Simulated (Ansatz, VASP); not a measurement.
**Ge2Sb2Te5 in VASP and in Ansatz**

```
Ge Sb Te
1.0
     4.24037    0.00000    0.00000
    -2.12019    3.67227    0.00000
     0.00000    0.00000   17.22528
Ge Sb Te
2 2 5
Direct
  0.33333 0.66667 0.90092
  0.66667 0.33333 0.09908
  0.00000 0.00000 0.68712
  0.00000 0.00000 0.31288
  0.00000 0.00000 0.00000
  0.66667 0.33333 0.80413
  0.33333 0.66667 0.19587
  0.33333 0.66667 0.58807
  0.66667 0.33333 0.41193
```

Alike in both runs: functional r2SCAN; dispersion D3(BJ); k mesh 10 × 10 × 2; occupations gaussian, width 0.05 eV; no spin polarisation.

Ansatz relaxed the structure, and its values are those at the end. VASP's run is a single point on that final structure, the one shown.

|  | VASP | Ansatz |
| --- | --- | --- |
| version | VASP 6.6.1 | Ansatz 0.2.0 |
| potentials or method | VASP PAW PBE potentials, release 64 (Ge_d, Sb, Te) | scalar-relativistic, plane waves, PAW |
| plane-wave cutoff (eV) | 520 | 500 |
| valence electrons in the cell | 68 | 138 |

```tsv
	VASP	Ansatz	Ansatz less VASP
pressure (GPa)	0.0	0.0	+0.01
rms of the force components (eV/Å)	0.010	0.000	-0.0104
```

VASP's potentials were made for PBE, not for r2SCAN. VASP's potentials hold 68 valence electrons a cell and Ansatz's 138, so a difference there can come from the potentials and not from the codes. Ansatz's warnings: dispersion damping borrowed.

Neither program's run includes spin-orbit coupling.
